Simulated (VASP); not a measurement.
# Ga (Pm-3m) in VASP: further runs

Runs on Ga. Level: PBE. Tasks: single point.

All numbers are computed with VASP 6.6.1; they aren't measurements. Logs are shortened: lines on timing, memory, paths and dates and some standing lists are left out, and cuts for length are marked.

## 1. The cell of the first run

It takes space group Pm-3m (No. 221, cubic). Conventional cell: a = 2.665 Å, b = 2.665 Å, c = 2.665 Å, α = 90.00°, β = 90.00°, γ = 90.00°. Ga (site symmetry m-3m) has 6 Ga at 2.66 Å within 3.5 Å.

This isn't the form of Ga at room conditions, which is orthorhombic.

## 2. Single point, PBE

Input file INCAR:

```
  ALGO = Normal
  EDIFF = 1E-6
  ENCUT = 520
  GGA = PE
  ISIF = 2
  ISMEAR = -1
  LASPH = T
  LCHARG = F
  LREAL = F
  LWAVE = F
  NBANDS = 12
  NELM = 60
  PREC = Accurate
  SIGMA = 0.06122561905347299
```

Input file KPOINTS:

```
k-points
0
Gamma
  40 40 40
```

Input file POSCAR:

```
Ga
1.0
    2.6646517150      0.0000000000      0.0000000000
    0.0000000000      2.6646517150      0.0000000000
    0.0000000000      0.0000000000      2.6646517150
Ga
1
Direct
    0.0000000000      0.0000000000      0.0000000000
```

Potentials or basis: VASP PAW PBE potentials, release 64 (Ga_d).

Started as:

```
$ cat potpaw_PBE.64/Ga_d/POTCAR > POTCAR
$ mpirun -np 1 vasp_std > vasp.out
```

OUTCAR:

```text
EDIFF = 1E-6
   ENCUT = 520
   GGA = PE
   ISIF = 2
   ISMEAR = -1
   LASPH = T
   LREAL = F
   NELM = 60
   PREC = Accurate

 ion  position               nearest neighbor table
   1  0.000  0.000  0.000-

  LATTYP: Found a simple cubic cell.
 ALAT       =     2.6646517150

  Lattice vectors:

 A1 = (   2.6646517150,   0.0000000000,   0.0000000000)
 A2 = (   0.0000000000,   2.6646517150,   0.0000000000)
 A3 = (   0.0000000000,   0.0000000000,   2.6646517150)

Analysis of symmetry for initial positions (statically):
=====================================================================
 Subroutine PRICEL returns:
 Original cell was already a primitive cell.

 Routine SETGRP: Setting up the symmetry group for a
 simple cubic supercell.

 Subroutine GETGRP returns: Found 48 space group operations
 (whereof 48 operations were pure point group operations)
 out of a pool of 48 trial point group operations.

The static configuration has the point symmetry O_h .

Analysis of symmetry for dynamics (positions and initial velocities):
=====================================================================
 Subroutine PRICEL returns:
 Original cell was already a primitive cell.

 Routine SETGRP: Setting up the symmetry group for a
 simple cubic supercell.

 Subroutine GETGRP returns: Found 48 space group operations
 (whereof 48 operations were pure point group operations)
 out of a pool of 48 trial point group operations.

The dynamic configuration has the point symmetry O_h .

 Subroutine INISYM returns: Found 48 space group operations
 (whereof 48 operations are pure point group operations),
 and found     1 'primitive' translations

----------------------------------------------------------------------------------------

                                     Primitive cell

  volume of cell :      18.9200

  direct lattice vectors                    reciprocal lattice vectors
     2.664651715  0.000000000  0.000000000     0.375283567  0.000000000  0.000000000
     0.000000000  2.664651715  0.000000000     0.000000000  0.375283567  0.000000000
     0.000000000  0.000000000  2.664651715     0.000000000  0.000000000  0.375283567

  length of vectors
     2.664651715  2.664651715  2.664651715     0.375283567  0.375283567  0.375283567

  position of ions in fractional coordinates (direct lattice)
     0.000000000  0.000000000  0.000000000

  ion indices of the primitive-cell ions
   primitive index   ion index
                 1           1

----------------------------------------------------------------------------------------

 KPOINTS: k-points

Automatic generation of k-mesh.
 Grid dimensions read from file:
 generate k-points for:   40   40   40

 Generating k-lattice:

  Cartesian coordinates                     Fractional coordinates (reciprocal lattice)
     0.009382089  0.000000000  0.000000000     0.025000000  0.000000000  0.000000000
     0.000000000  0.009382089  0.000000000     0.000000000  0.025000000  0.000000000
     0.000000000  0.000000000  0.009382089     0.000000000  0.000000000  0.025000000

  Length of vectors
     0.009382089  0.009382089  0.009382089

  Shift w.r.t. Gamma in fractional coordinates (k-lattice)
     0.000000000  0.000000000  0.000000000

 Subroutine IBZKPT returns following result:
 ===========================================

 Found   1771 irreducible k-points:

 Following reciprocal coordinates:
            Coordinates               Weight
  0.000000  0.000000  0.000000      1.000000
  0.025000  0.000000  0.000000      6.000000
  0.050000  0.000000  0.000000      6.000000
  0.075000  0.000000  0.000000      6.000000
  0.100000  0.000000  0.000000      6.000000
  0.125000  0.000000  0.000000      6.000000
[... 16 lines left out ...]
  0.050000  0.025000  0.000000     24.000000
  0.075000  0.025000  0.000000     24.000000
 [... further k-points ...]
   k-points           NKPTS =   1771   k-points in BZ     NKDIM =   1771   number of bands    NBANDS=     12
   number of dos      NEDOS =    301   number of ions     NIONS =      1
   total plane-waves  NPLWV =   8000
   dimension x,y,z NGX =    20 NGY =   20 NGZ =   20
   dimension x,y,z NGXF=    40 NGYF=   40 NGZF=   40
   ions per type =               1
   NGX,Y,Z   is equivalent  to a cutoff of  12.48, 12.48, 12.48 a.u.
   NGXF,Y,Z  is equivalent  to a cutoff of  24.96, 24.96, 24.96 a.u.
 SYSTEM =  unknown system
   PREC   = accura    normal or accurate (medium, high low for compatibility)
   ISTART =      0    job   : 0-new  1-cont  2-samecut
   ICHARG =      2    charge: 1-file 2-atom 10-const
   ISPIN  =      1    spin polarized calculation?
   LNONCOLLINEAR =      F non collinear calculations
   LSORBIT =      F    spin-orbit coupling
   LASPH  =      T    aspherical Exc in radial PAW
   ENCUT  =  520.0 eV  38.22 Ry    6.18 a.u.   4.95  4.95  4.95*2*pi/ulx,y,z
   NELM   =     60;   NELMIN=  2; NELMDL= -5     # of ELM steps
   EDIFF  = 0.1E-05   stopping-criterion for ELM
   LREAL  =      F    real-space projection
   EDIFFG = 0.1E-04   stopping-criterion for IOM
   NSW    =      0    number of steps for IOM
   IBRION =     -1    ionic relax: 0-MD 1-quasi-New 2-CG
   NFREE  =      0    steps in history (QN), initial steepest desc. (CG)
   ISIF   =      2    stress and relaxation
   ISYM   =      2    0-nonsym 1-usesym 2-fastsym
   POTIM  = 0.5000    time-step for ionic-motion
   TEBEG  =    0.0;   TEEND  =   0.0 temperature during run
   PSTRESS=    0.0 pullay stress
   NELECT =      13.0000    total number of electrons
   NUPDOWN=      -1.0000    fix difference up-down
   EMIN   =  10.00;   EMAX   =-10.00  energy-range for DOS
   EFERMI =   0.00;   METHOD = LEGACY
   ISMEAR =    -1;   SIGMA  =   0.06  broadening in eV -4-tet -1-fermi 0-gaus
   EFERMI_NEDOS =   21; number of points for ismear=-14 and -15
   IALGO  =     38    algorithm
   IMIX   =      4    mixing-type and parameters
     AMIX     =   0.40;   BMIX     =  1.00
     AMIX_MAG =   1.60;   BMIX_MAG =  1.00
  volume/ion in A,a.u.               =      18.92       127.68
  Fermi-wavevector in a.u.,A,eV,Ry     =   1.444604  2.729906 28.393738  2.086881
  Thomas-Fermi vector in A             =   2.562880
   LORBIT       =      0    0 simple, 1 ext, 2 COOP (PROOUT), +10 PAW based schemes
   GGA     = PE    functional components
   LHFCALC =     F    Hartree Fock is set to
   AEXX    =    0.0000 exact exchange contribution
   IVDW    =     0    specifies the selected vdW correction
   LEPSILON=     F    determine dielectric tensor
   LRPA    =     F    only Hartree local field effects (RPA)
 non-spin polarized calculation
  energy-cutoff  :      520.00
  volume of cell :       18.92
 maximum number of plane-waves:       536
 NGX is ok and might be reduce to    20
   NGX =  9   NGY =  9   NGZ =  9

 number of electron      12.9999994 magnetization

 Free energy of the ion-electron system (eV)
  ---------------------------------------------------
  ext. energy  EPLUGINS =         0.00000000
  ---------------------------------------------------
  free energy    TOTEN  =        -2.81657686 eV

  energy without entropy =       -2.81126625  energy(sigma->0) =       -2.81392155

 E-fermi :   5.2532     XC(G=0): -10.9213

 val. band max:        5.2522896372   @ k =   0.4750   0.4000   0.4000
 cond. band min:       5.2545783692   @ k =   0.3250   0.1500   0.1000
 fundamental gap:      0.0022887320
 Fermi energy:         5.2531645969

 k-point     1 :       0.0000    0.0000    0.0000
  band No.  band energies     occupation
      1      -9.9382      2.00000
      2      -9.9382      2.00000
      3      -9.3497      2.00000
      4      -9.3497      2.00000
      5      -9.3497      2.00000
      6      -5.7030      2.00000
      7      14.6116      0.00000
      8      14.6116      0.00000
      9      14.6116      0.00000
     10      17.5218      0.00000
     11      17.5218      0.00000
     12      20.2990      0.00000

 k-point     2 :       0.0250    0.0000    0.0000
  band No.  band energies     occupation
      1      -9.9380      2.00000
      2      -9.9358      2.00000
      3      -9.3507      2.00000
      4      -9.3507      2.00000
      5      -9.3496      2.00000
      6      -5.6898      2.00000
      7      14.3243      0.00000
      8      14.6256      0.00000
      9      14.6256      0.00000
     10      17.5329      0.00000
     11      17.7672      0.00000
     12      20.3728      0.00000

 k-point     3 :       0.0500    0.0000    0.0000
  band No.  band energies     occupation
      1      -9.9371      2.00000
      2      -9.9286      2.00000
      3      -9.3537      2.00000
      4      -9.3537      2.00000
      5      -9.3493      2.00000
      6      -5.6501      2.00000
      7      13.6588      0.00000
      8      14.6676      0.00000
      9      14.6676      0.00000
     10      17.5663      0.00000
     11      18.2794      0.00000
     12      20.6215      0.00000

 k-point     4 :       0.0750    0.0000    0.0000
  band No.  band energies     occupation
      1      -9.9357      2.00000
      2      -9.9168      2.00000
      3      -9.3586      2.00000
      4      -9.3586      2.00000
      5      -9.3489      2.00000
      6      -5.5838      2.00000
      7      12.8458      0.00000
      8      14.7374      0.00000
      9      14.7374      0.00000
     10      17.6219      0.00000
     11      18.7674      0.00000
     12      21.1047      0.00000

 k-point     5 :       0.1000    0.0000    0.0000
  band No.  band energies     occupation
      1      -9.9338      2.00000
      2      -9.9009      2.00000
      3      -9.3654      2.00000
      4      -9.3654      2.00000
      5      -9.3483      2.00000
      6      -5.4908      2.00000
      7      11.9818      0.00000
      8      14.8346      0.00000
      9      14.8346      0.00000
     10      17.6997      0.00000
     11      19.1219      0.00000
     12      21.8345      0.00000

 k-point     6 :       0.1250    0.0000    0.0000
  band No.  band energies     occupation
      1      -9.9314      2.00000
      2      -9.8813      2.00000
      3      -9.3737      2.00000
      4      -9.3737      2.00000
      5      -9.3476      2.00000
      6      -5.3708      2.00000
      7      11.1039      0.00000
      8      14.9587      0.00000
      9      14.9587      0.00000
     10      17.7999      0.00000
     11      19.3713      0.00000
     12      22.7434      0.00000

 k-point     7 :       0.1500    0.0000    0.0000
  band No.  band energies     occupation
      1      -9.9286      2.00000
      2      -9.8586      2.00000
      3      -9.3835      2.00000
      4      -9.3835      2.00000
      5      -9.3468      2.00000
      6      -5.2237      2.00000
      7      10.2285      0.00000
      8      15.1091      0.00000
      9      15.1091      0.00000
     10      17.9224      0.00000
     11      19.5693      0.00000
     12      23.7577      0.00000

 k-point     8 :       0.1750    0.0000    0.0000
  band No.  band energies     occupation
      1      -9.9255      2.00000
      2      -9.8335      2.00000
      3      -9.3944      2.00000
      4      -9.3944      2.00000
      5      -9.3459      2.00000
      6      -5.0494      2.00000
      7       9.3642      0.00000
      8      15.2849      0.00000
      9      15.2849      0.00000
     10      18.0674      0.00000
     11      19.7491      0.00000
     12      24.8293      0.00000
[... 166 lines left out ...]
 k-point    20 :       0.4750    0.0000    0.0000
  band No.  band energies     occupation
      1      -9.8918      2.00000
      2      -9.5834      2.00000
      3      -9.5105      2.00000
      4      -9.5105      2.00000
      5      -9.3359      2.00000
      6      -1.1695      2.00000
      7       1.0488      2.00000
      8      18.2445      0.00000
      9      18.2445      0.00000
     10      21.3147      0.00000
     11      22.1804      0.00000
     12      23.1037      0.00000

 k-point    21 :       0.5000    0.0000    0.0000
  band No.  band energies     occupation
      1      -9.8915      2.00000
      2      -9.5814      2.00000
      3      -9.5115      2.00000
      4      -9.5115      2.00000
      5      -9.3358      2.00000
      6      -1.0314      2.00000
      7       0.8839      2.00000
      8      18.2922      0.00000
      9      18.2922      0.00000
     10      21.4378      0.00000
     11      22.2243      0.00000
     12      22.9552      0.00000

 k-point    22 :       0.0250    0.0250    0.0000
  band No.  band energies     occupation
      1      -9.9366      2.00000
      2      -9.9344      2.00000
      3      -9.3517      2.00000
      4      -9.3507      2.00000
      5      -9.3505      2.00000
      6      -5.6766      2.00000
      7      14.2818      0.00000
      8      14.3971      0.00000
      9      14.6396      0.00000
     10      17.6609      0.00000
     11      17.8978      0.00000
     12      20.4420      0.00000

 k-point    23 :       0.0500    0.0250    0.0000
  band No.  band energies     occupation
      1      -9.9353      2.00000
      2      -9.9276      2.00000
      3      -9.3547      2.00000
      4      -9.3536      2.00000
      5      -9.3503      2.00000
      6      -5.6369      2.00000
      7      13.6630      0.00000
      8      14.3953      0.00000
      9      14.6816      0.00000
     10      17.7358      0.00000
     11      18.3793      0.00000
     12      20.6767      0.00000

 k-point    24 :       0.0750    0.0250    0.0000
  band No.  band energies     occupation
      1      -9.9339      2.00000
      2      -9.9159      2.00000
      3      -9.3597      2.00000
      4      -9.3585      2.00000
      5      -9.3499      2.00000
      6      -5.5706      2.00000
      7      12.8543      0.00000
      8      14.4619      0.00000
      9      14.7514      0.00000
     10      17.7988      0.00000
     11      18.8774      0.00000
     12      21.1408      0.00000

 [... further k-points ...]
[... 5 lines left out ...]
  --------------------------------------------------------------------------------------
  -------------------------------------------------------------------------------------
  Total        0.3967236      0.3967236      0.3967236     -0.0000000     -0.0000000      0.0000000
  in kB       33.5952025     33.5952025     33.5952025     -0.0000000     -0.0000000      0.0000000
  external PRESSURE =      33.5952025 kB  Pullay stress =       0.0000000 kB

 VOLUME and BASIS-vectors are now :
 -----------------------------------------------------------------------------
  energy-cutoff  :      520.00
  volume of cell :       18.92
      direct lattice vectors                 reciprocal lattice vectors
     2.664651715  0.000000000  0.000000000     0.375283567  0.000000000  0.000000000
     0.000000000  2.664651715  0.000000000     0.000000000  0.375283567  0.000000000
     0.000000000  0.000000000  2.664651715     0.000000000  0.000000000  0.375283567

 POSITION                                       TOTAL-FORCE (eV/Angst)
 -----------------------------------------------------------------------------------
      0.00000      0.00000      0.00000         0.000000      0.000000      0.000000
 -----------------------------------------------------------------------------------
    total drift:                                0.000000      0.000000      0.000000

  FREE ENERGIE OF THE ION-ELECTRON SYSTEM (eV)
  ---------------------------------------------------
  free  energy   TOTEN  =        -2.8165768600 eV

  energy  without entropy=       -2.8112662461  energy(sigma->0) =       -2.81392155
```

Wall time 74 s (1 thread of Intel Xeon 6975P-C (Granite Rapids), shared host); peak memory 0.46 GiB.

What came out:

| Quantity | Value |
| --- | --- |
| Free energy | -2.8166 eV |
| Pressure | 3.4 GPa |
| Band gap on the k mesh | zero (an odd number of electrons rules out a gap without spin polarisation) |

Caveat: the cell stands under pressure.

(Continued in part 2 of 2.)
